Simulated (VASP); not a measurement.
# Ir in VASP: notebook, part 3 of 3

VASP 6.6.1. The steps go on from the part before.

## Step 5: Electric field gradients, PBEsol (volume scaled by 0.99)

The input, INCAR:

```
PREC = Accurate
ENCUT = 420
EDIFF = 1E-8
ISMEAR = -1
SIGMA = 0.05
LREAL = False
LASPH = True
NELM = 120
ALGO = Normal
ISIF = 2
LWAVE = False
LCHARG = False
GGA = PS
LEFG = True
NBANDS = 14
GGA_COMPAT = False
```

The input, KPOINTS:

```
Automatic mesh
0
Gamma
  15 15 15
```

The input, POSCAR:

```
Ir
1.0
    0.0000000000      1.9132795507      1.9132795507
    1.9132795507      0.0000000000      1.9132795507
    1.9132795507      1.9132795507      0.0000000000
Ir
1
Direct
    0.0000000000      0.0000000000      0.0000000000
```

Potentials or basis: VASP PAW PBE potentials, release 64 (Ir_sv_GW).

Started as:

```sh
cat potpaw_PBE.64/Ir_sv_GW/POTCAR > POTCAR
mpirun -np 1 vasp_std > vasp.out
```

OUTCAR:

```text
PREC = Accurate
   ENCUT = 420
   EDIFF = 1E-8
   ISMEAR = -1
   LREAL = False
   LASPH = True
   NELM = 120
   ISIF = 2
   GGA = PS

 ion  position               nearest neighbor table
   1  0.000  0.000  0.000-

  LATTYP: Found a face centered cubic cell.
 ALAT       =     3.8265591014

  Lattice vectors:

 A1 = (   0.0000000000,   1.9132795507,   1.9132795507)
 A2 = (   1.9132795507,   0.0000000000,   1.9132795507)
 A3 = (   1.9132795507,   1.9132795507,   0.0000000000)

Analysis of symmetry for initial positions (statically):
=====================================================================
 Subroutine PRICEL returns:
 Original cell was already a primitive cell.

 Routine SETGRP: Setting up the symmetry group for a
 face centered cubic supercell.

 Subroutine GETGRP returns: Found 48 space group operations
 (whereof 48 operations were pure point group operations)
 out of a pool of 48 trial point group operations.

The static configuration has the point symmetry O_h .

Analysis of symmetry for dynamics (positions and initial velocities):
=====================================================================
 Subroutine PRICEL returns:
 Original cell was already a primitive cell.

 Routine SETGRP: Setting up the symmetry group for a
 face centered cubic supercell.

 Subroutine GETGRP returns: Found 48 space group operations
 (whereof 48 operations were pure point group operations)
 out of a pool of 48 trial point group operations.

The dynamic configuration has the point symmetry O_h .

 Subroutine INISYM returns: Found 48 space group operations
[... 154 lines left out ...]
      3     -36.4924      2.00000
      4     -36.4924      2.00000
      5       1.6688      2.00000
      6       8.9779      2.00000
      7       8.9779      2.00000
      8       8.9779      2.00000
      9      11.7324      2.00000
     10      11.7324      2.00000
     11      26.4919      0.00000
     12      32.0528      0.00000
     13      32.0528      0.00000
     14      32.0528      0.00000
[... 377 lines left out ...]
      1     -80.0236      2.00000
      2     -36.7258      2.00000
      3     -36.5692      2.00000
      4     -36.5621      2.00000
      5       3.3424      2.00000
      6       7.9000      2.00000
      7       9.7685      2.00000
      8       9.8685      2.00000
      9      10.6806      2.00000
     10      12.2051      2.00000
     11      29.2911      0.00000
     12      29.6217      0.00000
     13      32.6833      0.00000
     14      33.2011      0.00000

 [... further k-points ...]
[... 5 lines left out ...]
  --------------------------------------------------------------------------------------
  -------------------------------------------------------------------------------------
  Total       -0.1072554     -0.1072554     -0.1072554      0.0000000     -0.0000000     -0.0000000
  in kB      -12.2677348    -12.2677348    -12.2677348      0.0000000     -0.0000000     -0.0000000
  external PRESSURE =     -12.2677348 kB  Pullay stress =       0.0000000 kB

 VOLUME and BASIS-vectors are now :
 -----------------------------------------------------------------------------
  energy-cutoff  :      420.00
  volume of cell :       14.01
      direct lattice vectors                 reciprocal lattice vectors
     0.000000000  1.913279551  1.913279551    -0.261331388  0.261331388  0.261331388
     1.913279551  0.000000000  1.913279551     0.261331388 -0.261331388  0.261331388
     1.913279551  1.913279551  0.000000000     0.261331388  0.261331388 -0.261331388

 POSITION                                       TOTAL-FORCE (eV/Angst)
 -----------------------------------------------------------------------------------
      0.00000      0.00000      0.00000         0.000000      0.000000      0.000000
 -----------------------------------------------------------------------------------
    total drift:                               -0.000000     -0.000000      0.000000

  FREE ENERGIE OF THE ION-ELECTRON SYSTEM (eV)
  ---------------------------------------------------
  free  energy   TOTEN  =       -10.3991789783 eV

  energy  without entropy=      -10.3912860443  energy(sigma->0) =      -10.39523251

 Electric field gradients (V/A^2)
---------------------------------------------------------------------
 ion       V_xx      V_yy      V_zz      V_xy      V_xz      V_yz
---------------------------------------------------------------------
   1      -0.000    -0.000     0.000    -0.000    -0.000    -0.000
---------------------------------------------------------------------

 Electric field gradients after diagonalization (V/A^2)
 (convention: |V_zz| > |V_xx| > |V_yy|)
----------------------------------------------------------------------
 ion       V_xx      V_yy      V_zz     asymmetry (V_yy - V_xx)/ V_zz
----------------------------------------------------------------------
   1       0.000     0.000    -0.000       0.000
----------------------------------------------------------------------

           NMR quadrupolar parameters

 Cq : quadrupolar parameter    Cq=e*Q*V_zz/h
 eta: asymmetry parameters     (V_yy - V_xx)/ V_zz
 Q  : nuclear electric quadrupole moment in mb (millibarn)
----------------------------------------------------------------------
 ion       Cq(MHz)       eta       Q (mb)
----------------------------------------------------------------------
   1      -0.000       0.000       1.000
----------------------------------------------------------------------
```

OSZICAR:

```text
N       E                     dE             d eps       ncg     rms          rms(c)
DAV:   1     0.808715712928E+02    0.80872E+02   -0.10225E+04  3662   0.107E+03
DAV:   2    -0.106657888992E+02   -0.91537E+02   -0.87596E+02  4338   0.334E+02
DAV:   3    -0.116529618540E+02   -0.98717E+00   -0.98571E+00  3618   0.320E+01
DAV:   4    -0.116539946607E+02   -0.10328E-02   -0.10328E-02  4152   0.123E+00
DAV:   5    -0.116539962242E+02   -0.15635E-05   -0.15634E-05  3612   0.430E-02    0.800E+01
DAV:   6    -0.105213423227E+02    0.11327E+01   -0.14643E+00  3528   0.128E+01    0.430E+01
DAV:   7    -0.104194714691E+02    0.10187E+00   -0.44945E-01  3822   0.654E+00    0.768E+00
DAV:   8    -0.103993886848E+02    0.20083E-01   -0.70450E-02  3396   0.324E+00    0.367E-01
DAV:   9    -0.103992820702E+02    0.10661E-03   -0.65374E-04  3828   0.281E-01    0.206E-01
DAV:  10    -0.103991807747E+02    0.10130E-03   -0.15546E-04  3648   0.176E-01    0.346E-02
DAV:  11    -0.103991789557E+02    0.18190E-05   -0.59867E-06  3798   0.303E-02    0.106E-02
DAV:  12    -0.103991790050E+02   -0.49352E-07   -0.14252E-07  3654   0.384E-03    0.178E-02
DAV:  13    -0.103991789805E+02    0.24500E-07   -0.10095E-09  2016   0.444E-04    0.162E-03
DAV:  14    -0.103991789783E+02    0.22364E-08   -0.12019E-10  1806   0.116E-04
   1 F= -.10399179E+02 E0= -.10395233E+02  d E =-.789293E-02
```

stdout:

```text
POSCAR found type information on POSCAR Ir
 POSCAR found :  1 types and       1 ions
 scaLAPACK will be used
 -----------------------------------------------------------------------------
|                                                                             |
|                                                                             |
|     You enforced a specific xc type in the INCAR file but a different       |
|     I HOPE YOU KNOW WHAT YOU ARE DOING!                                     |
|                                                                             |
 -----------------------------------------------------------------------------

 LDA part: xc-table for (Slater+PW92), standard interpolation
 POSCAR, INCAR and KPOINTS ok, starting setup
 FFT: planning ... GRIDC
 FFT: planning ... GRID_SOFT
 FFT: planning ... GRID
 WAVECAR not read
 entering main loop
ion   1
```

It took 16 s on 1 thread of AMD EPYC 7R13 (Zen 3), shared host; peak memory 0.11 GiB.

What came out:

- Free energy: -10.3992 eV
- Pressure: -1.2 GPa

Levels at points of the mesh, in eV from the Fermi level:
| k point | band 5 | band 6 | band 7 | band 8 | band 9 | band 10 | band 11 | band 12 |
| --- | --- | --- | --- | --- | --- | --- | --- | --- |
| (0.00, 0.00, 0.00) | -11.32 | -4.01 | -4.01 | -4.01 | -1.26 | -1.26 | 13.50 | 19.06 |

Caveat: without QUAD_EFG the Cq values of the log hold for a quadrupole moment of 1 mb, not for the nuclei; the PAW data sets were made with another functional, which shifts forces and pressure a little; spin-orbit coupling is left out, which moves the levels of the heavy elements.

## Step 6: Electric field gradients, PBEsol (volume scaled by 1.01)

The input, INCAR:

```
ALGO = Normal
EDIFF = 1E-8
ENCUT = 400
GGA = PS
GGA_COMPAT = F
ISIF = 2
ISMEAR = -1
LASPH = T
LCHARG = F
LEFG = T
LREAL = F
LWAVE = F
NBANDS = 10
NELM = 120
PREC = Accurate
SIGMA = 0.05
```

The input, KPOINTS:

```
k-points
0
Gamma
  15 15 15
```

The input, POSCAR:

```
Ir
1.0
    0.0000000000      1.9260777877      1.9260777877
    1.9260777877      0.0000000000      1.9260777877
    1.9260777877      1.9260777877      0.0000000000
Ir
1
Direct
    0.0000000000      0.0000000000      0.0000000000
```

Potentials or basis: VASP PAW PBE potentials, release 64 (Ir).

Started as:

```sh
cat potpaw_PBE.64/Ir/POTCAR > POTCAR
mpirun -np 1 vasp_std > vasp.out
```

OUTCAR:

```text
EDIFF = 1E-8
   ENCUT = 400
   GGA = PS
   ISIF = 2
   ISMEAR = -1
   LASPH = T
   LREAL = F
   NELM = 120
   PREC = Accurate

 ion  position               nearest neighbor table
   1  0.000  0.000  0.000-

  LATTYP: Found a face centered cubic cell.
 ALAT       =     3.8521555754

  Lattice vectors:

 A1 = (   0.0000000000,   1.9260777877,   1.9260777877)
[... 518 lines left out ...]
 -----------------------------------------------------------------------------------
    total drift:                                0.000000     -0.000000      0.000000

  FREE ENERGIE OF THE ION-ELECTRON SYSTEM (eV)
  ---------------------------------------------------
  free  energy   TOTEN  =        -9.8258546221 eV

  energy  without entropy=       -9.8176845650  energy(sigma->0) =       -9.82176959

 Electric field gradients (V/A^2)
---------------------------------------------------------------------
 ion       V_xx      V_yy      V_zz      V_xy      V_xz      V_yz
---------------------------------------------------------------------
   1      -0.000     0.000     0.000     0.000     0.000     0.000
---------------------------------------------------------------------

 Electric field gradients after diagonalization (V/A^2)
 (convention: |V_zz| > |V_xx| > |V_yy|)
----------------------------------------------------------------------
 ion       V_xx      V_yy      V_zz     asymmetry (V_yy - V_xx)/ V_zz
----------------------------------------------------------------------
   1      -0.000    -0.000     0.000       0.000
----------------------------------------------------------------------

           NMR quadrupolar parameters

 Cq : quadrupolar parameter    Cq=e*Q*V_zz/h
 eta: asymmetry parameters     (V_yy - V_xx)/ V_zz
 Q  : nuclear electric quadrupole moment in mb (millibarn)
----------------------------------------------------------------------
 ion       Cq(MHz)       eta       Q (mb)
----------------------------------------------------------------------
   1       0.000       0.000       1.000
----------------------------------------------------------------------
```

stdout:

```text
POSCAR found type information on POSCAR Ir
 POSCAR found :  1 types and       1 ions
 scaLAPACK will be used
 -----------------------------------------------------------------------------
|                                                                             |
|                                                                             |
|     You enforced a specific xc type in the INCAR file but a different       |
|     I HOPE YOU KNOW WHAT YOU ARE DOING!                                     |
|                                                                             |
 -----------------------------------------------------------------------------

 LDA part: xc-table for (Slater+PW92), standard interpolation
 POSCAR, INCAR and KPOINTS ok, starting setup
 FFT: planning ... GRIDC
 FFT: planning ... GRID_SOFT
 FFT: planning ... GRID
 WAVECAR not read
 entering main loop
ion   1
```

It took 12 s on 1 thread of AMD EPYC 7R13 (Zen 3), shared host; peak memory 0.1 GiB.

What came out:

* Free energy: -9.8259 eV
* Pressure: -5.5 GPa

Caveat: without QUAD_EFG the Cq values of the log hold for a quadrupole moment of 1 mb, not for the nuclei; the PAW data sets were made with another functional, which shifts forces and pressure a little; spin-orbit coupling is left out, which moves the levels of the heavy elements.

## Step 7: Overview

| potentials or basis | cell | cutoff (eV) | second run | gap on the mesh (eV) | pressure (GPa) |
| --- | --- | --- | --- | --- | --- |
| VASP PAW PBE potentials, release 64 (Ir) | a = 2.688 Å, angles 61.3°, 1 atom | 520 | - | none | -1.3 |
| VASP PAW PBE potentials, release 64 (Ir) | a = 2.729 Å, angles 59.3°, 1 atom | 520 | - | none | -1.7 |
| VASP PAW PBE potentials, release 64 (Ir) | a = 2.756 Å, angles 58.0°, 1 atom | 520 | - | none | -0.5 |
| VASP PAW PBE potentials, release 64 (Ir_sv_GW) | a = 2.706 Å, angles 60.0°, 1 atom | 420 | valence_matched | none | -1.2 |
| VASP PAW PBE potentials, release 64 (Ir) | a = 2.724 Å, angles 60.0°, 1 atom | 400 | - | none | -5.5 |

Alike in all rows: task electric field gradients; level PBEsol; no spin polarisation; k mesh 15 × 15 × 15; smearing fermi-dirac 0.05 eV.

Caveats: the PAW data sets were made with another functional, which shifts forces and pressure a little; spin-orbit coupling is left out, which moves the levels of the heavy elements.

Absolute energies hang on the potentials; compare differences alone.
